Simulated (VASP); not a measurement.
# Hf2S (P6_3/mmc) in VASP: notebook, part 2 of 2

VASP 6.6.1.

### 5 Single point, PBEsol

The input, INCAR:

```
ALGO = Normal
EDIFF = 1E-6
ENCUT = 520
GGA = PS
ISIF = 2
ISMEAR = 0
LASPH = T
LCHARG = T
LELF = T
LREAL = F
LVHAR = T
LWAVE = F
NBANDS = 35
NELM = 80
PREC = Accurate
SIGMA = 0.1
```

The input, KPOINTS:

```
k-points
0
Gamma
  18 18 6
```

The input, POSCAR:

```
Hf2S
1.0
    3.3742737662      0.0000000000      0.0000000000
   -1.6871368831      2.9222068008      0.0000000000
    0.0000000000      0.0000000000     11.7174070300
Hf S
4 2
Direct
    0.6666666667      0.3333333333      0.8998116400
    0.3333333333      0.6666666667      0.3998116400
    0.6666666667      0.3333333333      0.6001883600
    0.3333333333      0.6666666667      0.1001883600
    0.0000000000      0.0000000000      0.7500000000
    0.0000000000      0.0000000000      0.2500000000
```

Potentials or basis: VASP PAW PBE potentials, release 64 (Hf_pv, S).

Started as:

```console
$ cat potpaw_PBE.64/Hf_pv/POTCAR potpaw_PBE.64/S/POTCAR > POTCAR
$ mpirun -np 1 vasp_std > vasp.out
```

OUTCAR:

```text
EDIFF = 1E-6
   ENCUT = 520
   GGA = PS
   ISIF = 2
   ISMEAR = 0
   LASPH = T
   LREAL = F
   NELM = 80
   PREC = Accurate

 ion  position               nearest neighbor table
   1  0.667  0.333  0.900-   5 2.62   5 2.62   5 2.62   4 3.05   4 3.05   4 3.05   3 3.51
   2  0.333  0.667  0.400-   6 2.62   6 2.62   6 2.62   3 3.05   3 3.05   3 3.05   4 3.51
   3  0.667  0.333  0.600-   5 2.62   5 2.62   5 2.62   2 3.05   2 3.05   2 3.05   1 3.51
   4  0.333  0.667  0.100-   6 2.62   6 2.62   6 2.62   1 3.05   1 3.05   1 3.05   2 3.51
   5  0.000  0.000  0.750-   1 2.62   3 2.62   1 2.62   3 2.62   1 2.62   3 2.62
   6  0.000  0.000  0.250-   2 2.62   4 2.62   2 2.62   4 2.62   2 2.62   4 2.62

  LATTYP: Found a hexagonal cell.
 ALAT       =     3.3742737662
 C/A-ratio  =     3.4725715345

  Lattice vectors:

 A1 = (   3.3742737662,   0.0000000000,   0.0000000000)
 A2 = (  -1.6871368831,   2.9222068008,   0.0000000000)
 A3 = (   0.0000000000,   0.0000000000,  11.7174070300)

Analysis of symmetry for initial positions (statically):
=====================================================================
 Subroutine PRICEL returns:
 Original cell was already a primitive cell.

 Routine SETGRP: Setting up the symmetry group for a
 hexagonal supercell.

 Subroutine GETGRP returns: Found 24 space group operations
 (whereof 12 operations were pure point group operations)
 out of a pool of 24 trial point group operations.

The static configuration has the point symmetry D_3d.
 The point group associated with its full space group is D_6h.

Analysis of symmetry for dynamics (positions and initial velocities):
=====================================================================
 Subroutine PRICEL returns:
 Original cell was already a primitive cell.

 Routine SETGRP: Setting up the symmetry group for a
 hexagonal supercell.

 Subroutine GETGRP returns: Found 24 space group operations
[... 133 lines left out ...]
  volume/ion in A,a.u.               =      19.26       129.95
  Fermi-wavevector in a.u.,A,eV,Ry     =   1.254590  2.370831 21.415503  1.573995
  Thomas-Fermi vector in A             =   2.388387
   LORBIT       =      0    0 simple, 1 ext, 2 COOP (PROOUT), +10 PAW based schemes
   GGA     = PS    functional components
   LHFCALC =     F    Hartree Fock is set to
   AEXX    =    0.0000 exact exchange contribution
   IVDW    =     0    specifies the selected vdW correction
   LEPSILON=     F    determine dielectric tensor
   LRPA    =     F    only Hartree local field effects (RPA)
 non-spin polarized calculation
 Gauss-broadening in eV      SIGMA  =   0.10
  energy-cutoff  :      520.00
  volume of cell :      115.54
 maximum number of plane-waves:      3139
 NGX is ok and might be reduce to    28
   NGX = 13   NGY = 13   NGZ = 43

 number of electron      52.0000002 magnetization

 Free energy of the ion-electron system (eV)
  ---------------------------------------------------
  ext. energy  EPLUGINS =         0.00000000
  ---------------------------------------------------
  free energy    TOTEN  =       -57.42982102 eV

  energy without entropy =      -57.41718281  energy(sigma->0) =      -57.42350191

 E-fermi :   6.3087     XC(G=0): -11.5092

 val. band max:        6.3066445264   @ k =   0.3333   0.2778   0.1667
 cond. band min:       6.3201452403   @ k =   0.1111   0.0556   0.1667
 fundamental gap:      0.0135007140
 Fermi energy:         6.3087326797

 k-point     1 :       0.0000    0.0000    0.0000
  band No.  band energies     occupation
      1     -24.9626      2.00000
      2     -24.8456      2.00000
      3     -24.5056      2.00000
      4     -24.4280      2.00000
      5     -24.4280      2.00000
      6     -24.4187      2.00000
[... 901 lines left out ...]
     34      10.1696      0.00000
     35      10.7975      0.00000

 [... further k-points ...]

------------------------ aborting loop because EDIFF is reached ----------------------------------------

  FORCE on cell =-STRESS in cart. coord.  units (eV):
  Direction    XX          YY          ZZ          XY          YZ          ZX
  --------------------------------------------------------------------------------------
  -------------------------------------------------------------------------------------
  Total       -2.4903844     -2.4903844     -2.1624533     -0.0000000     -0.0000000      0.0000000
  in kB      -34.5345810    -34.5345810    -29.9871052     -0.0000000     -0.0000000      0.0000000
  external PRESSURE =     -33.0187558 kB  Pullay stress =       0.0000000 kB

 VOLUME and BASIS-vectors are now :
 -----------------------------------------------------------------------------
  energy-cutoff  :      520.00
  volume of cell :      115.54
      direct lattice vectors                 reciprocal lattice vectors
     3.374273766  0.000000000  0.000000000     0.296360067  0.171103565  0.000000000
    -1.687136883  2.922206801  0.000000000     0.000000000  0.342207129  0.000000000
     0.000000000  0.000000000 11.717407030     0.000000000  0.000000000  0.085343114

 POSITION                                       TOTAL-FORCE (eV/Angst)
 -----------------------------------------------------------------------------------
      1.68714      0.97407     10.54346        -0.000000      0.000000     -0.191720
     -0.00000      1.94814      4.68476         0.000000     -0.000000     -0.191720
      1.68714      0.97407      7.03265        -0.000000      0.000000      0.191720
     -0.00000      1.94814      1.17395        -0.000000     -0.000000      0.191720
      0.00000      0.00000      8.78806        -0.000000      0.000000     -0.000000
      0.00000      0.00000      2.92935         0.000000     -0.000000     -0.000000
 -----------------------------------------------------------------------------------
    total drift:                                0.000000      0.000000     -0.000000

  FREE ENERGIE OF THE ION-ELECTRON SYSTEM (eV)
  ---------------------------------------------------
  free  energy   TOTEN  =       -57.4298210192 eV

  energy  without entropy=      -57.4171828086  energy(sigma->0) =      -57.42350191
```

OSZICAR:

```text
N       E                     dE             d eps       ncg     rms          rms(c)
DAV:   1     0.238635450415E+03    0.23864E+03   -0.27863E+04 10464   0.141E+03
DAV:   2    -0.418609779000E+02   -0.28050E+03   -0.26965E+03 12286   0.342E+02
DAV:   3    -0.594123859604E+02   -0.17551E+02   -0.17258E+02 13732   0.569E+01
DAV:   4    -0.597478190177E+02   -0.33543E+00   -0.33388E+00 13008   0.877E+00
DAV:   5    -0.597542026334E+02   -0.63836E-02   -0.63762E-02 13330   0.110E+00    0.993E+01
DAV:   6    -0.579045364259E+02    0.18497E+01   -0.28187E+00 11724   0.727E+00    0.594E+01
DAV:   7    -0.574906058050E+02    0.41393E+00   -0.30560E+00 11857   0.747E+00    0.524E+00
DAV:   8    -0.574309269189E+02    0.59679E-01   -0.41345E-01 11841   0.274E+00    0.147E+00
DAV:   9    -0.574301804627E+02    0.74646E-03   -0.17524E-02 13525   0.629E-01    0.735E-01
DAV:  10    -0.574298227136E+02    0.35775E-03   -0.25011E-03 11941   0.223E-01    0.258E-01
DAV:  11    -0.574298251148E+02   -0.24012E-05   -0.15973E-04 13707   0.565E-02    0.707E-02
DAV:  12    -0.574298204470E+02    0.46678E-05   -0.12338E-05 12706   0.171E-02    0.155E-02
DAV:  13    -0.574298210192E+02   -0.57221E-06   -0.14697E-06  8829   0.578E-03
   1 F= -.57429821E+02 E0= -.57423502E+02  d E =-.126382E-01
```

stdout:

```text
POSCAR found type information on POSCAR HfS
 POSCAR found :  2 types and       6 ions
 scaLAPACK will be used
 -----------------------------------------------------------------------------
|                                                                             |
|                                                                             |
|     You enforced a specific xc type in the INCAR file but a different       |
|     I HOPE YOU KNOW WHAT YOU ARE DOING!                                     |
|                                                                             |
 -----------------------------------------------------------------------------

 LDA part: xc-table for (Slater+PW92), standard interpolation
 POSCAR, INCAR and KPOINTS ok, starting setup
 FFT: planning ... GRIDC
 FFT: planning ... GRID_SOFT
 FFT: planning ... GRID
 WAVECAR not read
 entering main loop
```

Wall time 14 min (1 thread of Intel Xeon Platinum 8175M at 2.50GHz (Skylake/Cascade Lake), shared host); peak memory 0.57 GiB.

What came out:

```
Free energy            : -57.4298 eV
Pressure               : -3.3 GPa
Largest force          : 0.192 eV/Å
Band gap on the k mesh : zero (band 26 reaches 6.74 eV, above the bottom of band 27 at 5.80 eV)
```

Forces in eV/Å, atoms in the order of the input:
```
Hf   0.000  0.000 -0.192
Hf   0.000  0.000 -0.192
Hf   0.000  0.000  0.192
Hf   0.000  0.000  0.192
S    0.000  0.000  0.000
S    0.000  0.000  0.000
```

Stress tensor (GPa, compression positive):
```
-3.45  0.00  0.00
 0.00 -3.45  0.00
 0.00  0.00 -3.00
```

Caveat: the PAW data sets were made with another functional, which shifts forces and pressure a little; spin-orbit coupling is left out, which moves the levels of the heavy elements.

### 6 The runs side by side

| k mesh | gap on the mesh (eV) | pressure (GPa) | largest force (eV/Å) |
| --- | --- | --- | --- |
| 6 × 6 × 2, shifted | none | -3.2 | 0.12 |
| 12 × 12 × 2 | none | -3.3 | 0.22 |
| 12 × 12 × 4 | none | -3.3 | 0.20 |
| 18 × 18 × 6 | none | -3.3 | 0.19 |

Alike in all rows: task single point; level PBEsol; potentials or basis VASP PAW PBE potentials, release 64 (Hf_pv, S); no spin polarisation; cell as given; cutoff (eV) 520; smearing gaussian 0.1 eV.

Every run on the cell as given and a fine mesh finds a metal.

Caveats: the PAW data sets were made with another functional, which shifts forces and pressure a little; spin-orbit coupling is left out, which moves the levels of the heavy elements.

Total energies depend on the potentials used, so only differences within one code and one set of settings carry meaning.
